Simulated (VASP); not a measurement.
Li:

```
Li
1.0
     3.13000    0.00000    0.00000
    -1.56500    2.71066    0.00000
     0.00000    0.00000    5.11129
Li
2
Direct
  0.33333 0.66667 0.25000
  0.66667 0.33333 0.75000
```

This isn't the form of Li at room conditions, which is bcc.

```yaml
Program: VASP 6.6.1
Task: relaxation of cell and atoms
Functional: PBEsol
Potentials_or_basis: VASP PAW PBE potentials, release 64 (Li_sv)
Cutoff: 750 eV
k_mesh: 8 × 8 × 4
Occupations: methfessel-paxton, width 0.1 eV
Spin: no spin polarisation
```

At the start: pressure -0.9 GPa; volume 21.68 Å³/atom.

Where does the relaxation end?

Over 3 steps the energy falls by 5.2 meV/atom and the volume is 20.33 Å³/atom (-6.2 %); space group P6_3/mmc (No. 194, to 0.1 Å) before and after.

Step by step:
```
step  energy change (eV)  largest force (eV/Å)  pressure (GPa)  volume (Å³)
   1              0.0000                0.0000           -0.93        43.37
   2             -0.0045                0.0000           -0.72        42.58
   3             -0.0104                0.0000           -0.13        40.66
```

Final structure:
```cif
data_structure
_symmetry_space_group_name_H-M 'P 1'
_symmetry_Int_Tables_number 1
_cell_length_a 3.0793
_cell_length_b 3.0793
_cell_length_c 4.9518
_cell_angle_alpha 90.000
_cell_angle_beta 90.000
_cell_angle_gamma 120.000
_cell_volume 40.66
loop_
_atom_site_label
_atom_site_type_symbol
_atom_site_fract_x
_atom_site_fract_y
_atom_site_fract_z
_atom_site_occupancy
Li1 Li 0.33333 0.66667 0.25000 1
Li2 Li 0.66667 0.33333 0.75000 1
```

Caveat: the PAW data sets were made with another functional, which shifts forces and pressure a little.
